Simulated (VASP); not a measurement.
Input of a VASP 6.6.1 run:

Contents of INCAR:

```
PREC     = Accurate       # precision mode
ENCUT    = 600            # plane-wave cutoff, eV
EDIFF    = 1E-6           # SCF threshold, eV
ISMEAR   = -1             # smearing method
SIGMA    = 0.03           # smearing width, eV
LREAL    = False          # projectors in reciprocal space
LASPH    = True           # aspherical terms in the spheres
NELM     = 120            # most SCF steps
ALGO     = Normal         # electronic algorithm
ISIF     = 2              # what is computed and relaxed
LWAVE    = False          # write WAVECAR
LCHARG   = False          # write CHGCAR
GGA      = PE             # functional
NBANDS   = 15             # bands
GGA_COMPAT= False
```

The input KPOINTS:

```
regular mesh
0
Gamma
  10 10 10
```

POSCAR

```
YN
1.0
    0.0000000000      1.9979149184      1.9979149184
    1.9979149184      0.0000000000      1.9979149184
    1.9979149184      1.9979149184      0.0000000000
Y N
1 1
Direct
    0.0000000000      0.0000000000      0.0000000000
    0.5000000000      0.5000000000      0.5000000000
```

Potentials or basis: VASP PAW PBE potentials, release 64 (Y_sv, N).

Launch:

```sh
$ cat potpaw_PBE.64/Y_sv/POTCAR potpaw_PBE.64/N/POTCAR > POTCAR
$ mpirun -np 1 vasp_std > vasp.out
```

Q: Predict the pressure.

A: 327.2 GPa.

Q: Estimate the band gap on the k mesh.

A: Zero (band 8 reaches 10.30 eV, above the bottom of band 9 at 8.84 eV).
